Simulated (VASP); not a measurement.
# TaF3 (Pm-3m) in VASP: notebook

The runs below take TaF3 through single point, relaxation of cell and atoms, with PBE.

Everything below comes from runs of VASP 6.6.1. Logs are shortened: lines on timing, memory, paths and dates and some standing lists are left out, and cuts for length are marked.

**1. The cell of the first run**

It takes space group Pm-3m (No. 221, cubic). The conventional cell has a = 4.127 Å, b = 4.127 Å, c = 4.127 Å, α = 90.00°, β = 90.00°, γ = 90.00°. Within 2.7 Å of Ta (site symmetry m-3m) lie 6 F at 2.06 Å. Within 2.7 Å of F (site symmetry 4/mmm) lie 2 Ta at 2.06 Å.

**2. Single point, PBE**

INCAR reads:

```
ALGO     = Normal         # electronic algorithm
EDIFF    = 1E-6           # SCF threshold, eV
ENCUT    = 520            # plane-wave cutoff, eV
GGA      = PE             # functional
ISIF     = 2              # what is computed and relaxed
ISMEAR   = -1             # smearing method
LASPH    = T              # aspherical terms in the spheres
LCHARG   = F              # write CHGCAR
LREAL    = F              # projectors in reciprocal space
LWAVE    = F              # write WAVECAR
NBANDS   = 24             # bands
NELM     = 60             # most SCF steps
PREC     = Accurate       # precision mode
SIGMA    = 0.1            # smearing width, eV
```

KPOINTS reads:

```
k-points
0
Gamma
  9 9 9
```

POSCAR reads:

```
TaF3
1.0
    4.1266749342      0.0000000000      0.0000000000
    0.0000000000      4.1266749342      0.0000000000
    0.0000000000      0.0000000000      4.1266749342
Ta F
1 3
Direct
    0.0000000000      0.0000000000      0.0000000000
    0.5000000000      0.0000000000      0.0000000000
    0.0000000000      0.5000000000      0.0000000000
    0.0000000000      0.0000000000      0.5000000000
```

Potentials or basis: VASP PAW PBE potentials, release 64 (Ta_pv, F).

Started as:

```
> cat potpaw_PBE.64/Ta_pv/POTCAR potpaw_PBE.64/F/POTCAR > POTCAR
> mpirun -np 1 vasp_std > vasp.out
```

OUTCAR:

```text
EDIFF = 1E-6
   ENCUT = 520
   GGA = PE
   ISIF = 2
   ISMEAR = -1
   LASPH = T
   LREAL = F
   NELM = 60
   PREC = Accurate

 ion  position               nearest neighbor table
   1  0.000  0.000  0.000-   2 2.06   3 2.06   4 2.06   4 2.06   3 2.06   2 2.06
   2  0.500  0.000  0.000-   1 2.06   1 2.06
   3  0.000  0.500  0.000-   1 2.06   1 2.06
   4  0.000  0.000  0.500-   1 2.06   1 2.06

  LATTYP: Found a simple cubic cell.
 ALAT       =     4.1266749342

  Lattice vectors:

 A1 = (   4.1266749342,   0.0000000000,   0.0000000000)
 A2 = (   0.0000000000,   4.1266749342,   0.0000000000)
 A3 = (   0.0000000000,   0.0000000000,   4.1266749342)

Analysis of symmetry for initial positions (statically):
=====================================================================
 Subroutine PRICEL returns:
 Original cell was already a primitive cell.

 Routine SETGRP: Setting up the symmetry group for a
 simple cubic supercell.

 Subroutine GETGRP returns: Found 48 space group operations
 (whereof 48 operations were pure point group operations)
 out of a pool of 48 trial point group operations.

The static configuration has the point symmetry O_h .

Analysis of symmetry for dynamics (positions and initial velocities):
=====================================================================
 Subroutine PRICEL returns:
 Original cell was already a primitive cell.

 Routine SETGRP: Setting up the symmetry group for a
 simple cubic supercell.

 Subroutine GETGRP returns: Found 48 space group operations
 (whereof 48 operations were pure point group operations)
 out of a pool of 48 trial point group operations.

The dynamic configuration has the point symmetry O_h .

 Subroutine INISYM returns: Found 48 space group operations
 (whereof 48 operations are pure point group operations),
 and found     1 'primitive' translations

----------------------------------------------------------------------------------------

                                     Primitive cell

  volume of cell :      70.2750

  direct lattice vectors                    reciprocal lattice vectors
     4.126674934  0.000000000  0.000000000     0.242325847  0.000000000  0.000000000
     0.000000000  4.126674934  0.000000000     0.000000000  0.242325847  0.000000000
     0.000000000  0.000000000  4.126674934     0.000000000  0.000000000  0.242325847

  length of vectors
     4.126674934  4.126674934  4.126674934     0.242325847  0.242325847  0.242325847

  position of ions in fractional coordinates (direct lattice)
     0.000000000  0.000000000  0.000000000
     0.500000000  0.000000000  0.000000000
     0.000000000  0.500000000  0.000000000
     0.000000000  0.000000000  0.500000000

  ion indices of the primitive-cell ions
   primitive index   ion index
                 1           1
                 2           2
                 3           3
                 4           4

----------------------------------------------------------------------------------------

 KPOINTS: k-points

Automatic generation of k-mesh.
 Grid dimensions read from file:
 generate k-points for:    9    9    9

 Generating k-lattice:

  Cartesian coordinates                     Fractional coordinates (reciprocal lattice)
     0.026925094  0.000000000  0.000000000     0.111111111  0.000000000  0.000000000
     0.000000000  0.026925094  0.000000000     0.000000000  0.111111111  0.000000000
     0.000000000  0.000000000  0.026925094     0.000000000  0.000000000  0.111111111

  Length of vectors
     0.026925094  0.026925094  0.026925094

  Shift w.r.t. Gamma in fractional coordinates (k-lattice)
     0.000000000  0.000000000  0.000000000

 Subroutine IBZKPT returns following result:
 ===========================================

 Found     35 irreducible k-points:

 Following reciprocal coordinates:
            Coordinates               Weight
  0.000000  0.000000  0.000000      1.000000
  0.111111  0.000000  0.000000      6.000000
  0.222222  0.000000  0.000000      6.000000
  0.333333  0.000000  0.000000      6.000000
  0.444444  0.000000  0.000000      6.000000
  0.111111  0.111111  0.000000     12.000000
[... 16 lines left out ...]
  0.333333  0.333333  0.111111     24.000000
  0.444444  0.333333  0.111111     48.000000
 [... further k-points ...]
   k-points           NKPTS =     35   k-points in BZ     NKDIM =     35   number of bands    NBANDS=     24
   number of dos      NEDOS =    301   number of ions     NIONS =      4
   total plane-waves  NPLWV =  32768
   dimension x,y,z NGX =    32 NGY =   32 NGZ =   32
   dimension x,y,z NGXF=    64 NGYF=   64 NGZF=   64
   ions per type =               1   3
   NGX,Y,Z   is equivalent  to a cutoff of  12.89, 12.89, 12.89 a.u.
   NGXF,Y,Z  is equivalent  to a cutoff of  25.78, 25.78, 25.78 a.u.
 SYSTEM =  unknown system
   PREC   = accura    normal or accurate (medium, high low for compatibility)
   ISTART =      0    job   : 0-new  1-cont  2-samecut
   ICHARG =      2    charge: 1-file 2-atom 10-const
   ISPIN  =      1    spin polarized calculation?
   LNONCOLLINEAR =      F non collinear calculations
   LSORBIT =      F    spin-orbit coupling
   LASPH  =      T    aspherical Exc in radial PAW
   ENCUT  =  520.0 eV  38.22 Ry    6.18 a.u.   7.67  7.67  7.67*2*pi/ulx,y,z
   NELM   =     60;   NELMIN=  2; NELMDL= -5     # of ELM steps
   EDIFF  = 0.1E-05   stopping-criterion for ELM
   LREAL  =      F    real-space projection
   EDIFFG = 0.1E-04   stopping-criterion for IOM
   NSW    =      0    number of steps for IOM
   IBRION =     -1    ionic relax: 0-MD 1-quasi-New 2-CG
   NFREE  =      0    steps in history (QN), initial steepest desc. (CG)
   ISIF   =      2    stress and relaxation
   ISYM   =      2    0-nonsym 1-usesym 2-fastsym
   POTIM  = 0.5000    time-step for ionic-motion
   TEBEG  =    0.0;   TEEND  =   0.0 temperature during run
   PSTRESS=    0.0 pullay stress
   NELECT =      32.0000    total number of electrons
   NUPDOWN=      -1.0000    fix difference up-down
   EMIN   =  10.00;   EMAX   =-10.00  energy-range for DOS
   EFERMI =   0.00;   METHOD = LEGACY
   ISMEAR =    -1;   SIGMA  =   0.10  broadening in eV -4-tet -1-fermi 0-gaus
   EFERMI_NEDOS =   21; number of points for ismear=-14 and -15
   IALGO  =     38    algorithm
   IMIX   =      4    mixing-type and parameters
     AMIX     =   0.40;   BMIX     =  1.00
     AMIX_MAG =   1.60;   BMIX_MAG =  1.00
  volume/ion in A,a.u.               =      17.57       118.56
  Fermi-wavevector in a.u.,A,eV,Ry     =   1.259480  2.380072 21.582779  1.586290
  Thomas-Fermi vector in A             =   2.393038
   LORBIT       =      0    0 simple, 1 ext, 2 COOP (PROOUT), +10 PAW based schemes
   GGA     = PE    functional components
   LHFCALC =     F    Hartree Fock is set to
   AEXX    =    0.0000 exact exchange contribution
   IVDW    =     0    specifies the selected vdW correction
   LEPSILON=     F    determine dielectric tensor
   LRPA    =     F    only Hartree local field effects (RPA)
 non-spin polarized calculation
  energy-cutoff  :      520.00
  volume of cell :       70.27
 maximum number of plane-waves:      1916
 NGX is ok and might be reduce to    32
   NGX = 15   NGY = 15   NGZ = 15

 number of electron      32.0000025 magnetization

 Free energy of the ion-electron system (eV)
  ---------------------------------------------------
  ext. energy  EPLUGINS =         0.00000000
  ---------------------------------------------------
  free energy    TOTEN  =       -26.84376269 eV

  energy without entropy =      -26.72939917  energy(sigma->0) =      -26.78658093

 E-fermi :   3.2367     XC(G=0):  -8.2831

 val. band max:        3.2356587723   @ k =   0.2222   0.2222   0.0000
 cond. band min:       3.2396402566   @ k =   0.3333   0.3333   0.0000
 fundamental gap:      0.0039814844
 Fermi energy:         3.2367423132

 k-point     1 :       0.0000    0.0000    0.0000
  band No.  band energies     occupation
      1     -33.6947      2.00000
      2     -33.6947      2.00000
      3     -33.6947      2.00000
      4     -24.3780      2.00000
      5     -24.0976      2.00000
      6     -24.0976      2.00000
[... 16 lines left out ...]
     23      12.0598      0.00000
     24      12.0598      0.00000

 k-point     2 :       0.1111    0.0000    0.0000
  band No.  band energies     occupation
      1     -33.7137      2.00000
      2     -33.6945      2.00000
      3     -33.6945      2.00000
      4     -24.3522      2.00000
      5     -24.0970      2.00000
      6     -24.0516      2.00000
[... 16 lines left out ...]
     23      11.4700      0.00000
     24      12.1482      0.00000

 k-point     3 :       0.2222    0.0000    0.0000
  band No.  band energies     occupation
      1     -33.7609      2.00000
      2     -33.6938      2.00000
      3     -33.6938      2.00000
      4     -24.3119      2.00000
      5     -24.0960      2.00000
      6     -23.9047      2.00000
[... 16 lines left out ...]
     23      11.6223      0.00000
     24      12.3844      0.00000

 k-point     4 :       0.3333    0.0000    0.0000
  band No.  band energies     occupation
      1     -33.8133      2.00000
      2     -33.6930      2.00000
      3     -33.6930      2.00000
      4     -24.2905      2.00000
      5     -24.0950      2.00000
      6     -23.7084      2.00000
[... 16 lines left out ...]
     23      12.0679      0.00000
     24      12.6787      0.00000

 k-point     5 :       0.4444    0.0000    0.0000
  band No.  band energies     occupation
      1     -33.8469      2.00000
      2     -33.6924      2.00000
      3     -33.6924      2.00000
      4     -24.2821      2.00000
      5     -24.0939      2.00000
      6     -23.5707      2.00000
[... 451 lines left out ...]
 k-point    22 :       0.4444    0.2222    0.1111
  band No.  band energies     occupation
      1     -33.8455      2.00000
      2     -33.7582      2.00000
      3     -33.7103      2.00000
      4     -24.1373      2.00000
      5     -23.9062      2.00000
      6     -23.5685      2.00000
[... 16 lines left out ...]
     23      10.9155      0.00000
     24      11.7352      0.00000

 k-point    23 :       0.3333    0.3333    0.1111
  band No.  band energies     occupation
      1     -33.8113      2.00000
      2     -33.8109      2.00000
      3     -33.7100      2.00000
      4     -24.1241      2.00000
      5     -23.7271      2.00000
      6     -23.6879      2.00000
[... 16 lines left out ...]
     23       9.2810      0.00000
     24      11.6824      0.00000

 k-point    24 :       0.4444    0.3333    0.1111
  band No.  band energies     occupation
      1     -33.8446      2.00000
      2     -33.8105      2.00000
      3     -33.7095      2.00000
      4     -24.1181      2.00000
      5     -23.7072      2.00000
      6     -23.5671      2.00000
[... 16 lines left out ...]
     23       9.8324      0.00000
     24      10.8372      0.00000

 [... further k-points ...]

------------------------ aborting loop because EDIFF is reached ----------------------------------------

  FORCE on cell =-STRESS in cart. coord.  units (eV):
  Direction    XX          YY          ZZ          XY          YZ          ZX
  --------------------------------------------------------------------------------------
  -------------------------------------------------------------------------------------
  Total        0.0121379      0.0121379      0.0121379     -0.0000000     -0.0000000      0.0000000
  in kB        0.2767284      0.2767284      0.2767284     -0.0000000     -0.0000000      0.0000000
  external PRESSURE =       0.2767284 kB  Pullay stress =       0.0000000 kB

 VOLUME and BASIS-vectors are now :
 -----------------------------------------------------------------------------
  energy-cutoff  :      520.00
  volume of cell :       70.27
      direct lattice vectors                 reciprocal lattice vectors
     4.126674934  0.000000000  0.000000000     0.242325847  0.000000000  0.000000000
     0.000000000  4.126674934  0.000000000     0.000000000  0.242325847  0.000000000
     0.000000000  0.000000000  4.126674934     0.000000000  0.000000000  0.242325847

 POSITION                                       TOTAL-FORCE (eV/Angst)
 -----------------------------------------------------------------------------------
      0.00000      0.00000      0.00000         0.000000      0.000000      0.000000
      2.06334      0.00000      0.00000         0.000000      0.000000      0.000000
      0.00000      2.06334      0.00000         0.000000      0.000000      0.000000
      0.00000      0.00000      2.06334         0.000000      0.000000      0.000000
 -----------------------------------------------------------------------------------
    total drift:                                0.000000      0.000000     -0.000000

  FREE ENERGIE OF THE ION-ELECTRON SYSTEM (eV)
  ---------------------------------------------------
  free  energy   TOTEN  =       -26.8437626928 eV

  energy  without entropy=      -26.7293991729  energy(sigma->0) =      -26.78658093
```

It took 20 s on 1 thread of Intel Xeon Platinum 8488C (Sapphire Rapids), shared host; peak memory 0.2 GiB.

What came out:

```
Free energy            : -26.8438 eV
Pressure               : 0.0 GPa
Band gap on the k mesh : zero (bands 16 and 17 overlap by 2.12 eV)
```

Caveat: spin-orbit coupling is left out, which moves the levels of the heavy elements.

**3. Relaxation of cell and atoms, PBE**

This run uses another cell than the first one, of 14.51 Å³/atom.

INCAR reads:

```
  ALGO = Normal
  EDIFF = 1E-6
  EDIFFG = -0.03
  ENCUT = 600
  GGA = PE
  IBRION = 2
  ISIF = 3
  ISMEAR = -1
  LASPH = T
  LCHARG = F
  LREAL = F
  LWAVE = F
  NELM = 80
  NSW = 80
  PREC = Accurate
  SIGMA = 0.1
```

KPOINTS is that of step 2.

POSCAR reads:

```
TaF3
1.0
    3.8716900000      0.0000000000      0.0000000000
    0.0000000000      3.8716900000      0.0000000000
    0.0000000000      0.0000000000      3.8716900000
Ta F
1 3
Direct
    0.0000000000      0.0000000000      0.0000000000
    0.5000000000      0.0000000000      0.0000000000
    0.0000000000      0.5000000000      0.0000000000
    0.0000000000      0.0000000000      0.5000000000
```

Potentials or basis: VASP PAW PBE potentials, release 64 (Ta_pv, F).

Started as:

```
> cat potpaw_PBE.64/Ta_pv/POTCAR potpaw_PBE.64/F/POTCAR > POTCAR
> mpirun -np 1 vasp_std > vasp.out
```

Wall time 47 s (1 thread of Intel Xeon Platinum 8488C (Sapphire Rapids), shared host); peak memory 0.21 GiB.

It converged, with:

* Free energy: -26.8260 eV
* Relaxed volume: 17.60 Å³/atom
* Relaxed cell: a = 4.129 Å, b = 4.129 Å, c = 4.129 Å, α = 90.00°, β = 90.00°, γ = 90.00°
* Space group after relaxing (to 0.1 Å): Pm-3m (No. 221)
* Energy gained by relaxing: 249.9 meV/atom
* Ionic steps: 4
* Pressure after relaxing: -0.1 GPa
* Band gap on the k mesh: zero (bands 16 and 17 overlap by 2.11 eV)

The path:
```csv
step,energy change (eV),largest force (eV/Å),pressure (GPa),volume (Å³)
1,0.0000,0.0000,31.09,58.04
2,-0.2627,0.0000,-13.78,85.05
3,-0.9992,0.0000,-0.50,70.65
4,-0.9998,0.0000,-0.10,70.39
```

Final structure:
```
Ta F
1.0
     4.12883    0.00000    0.00000
     0.00000    4.12883    0.00000
     0.00000    0.00000    4.12883
Ta F
1 3
Direct
  0.00000 0.00000 0.00000
  0.50000 0.00000 0.00000
  0.00000 0.50000 0.00000
  0.00000 0.00000 0.50000
```

Levels at points of the mesh, in eV from the Fermi level:
| k point | band 12 | band 13 | band 14 | band 15 | band 16 | band 17 | band 18 | band 19 | band 20 |
| --- | --- | --- | --- | --- | --- | --- | --- | --- | --- |
| (0.00, 0.00, 0.00) | -8.08 | -8.01 | -8.01 | -8.01 | -0.90 | -0.90 | -0.90 | -0.10 | 1.78 |

Caveat: the volume moved by over 15 % at a fixed basis, so the end points are rough; spin-orbit coupling is left out, which moves the levels of the heavy elements.
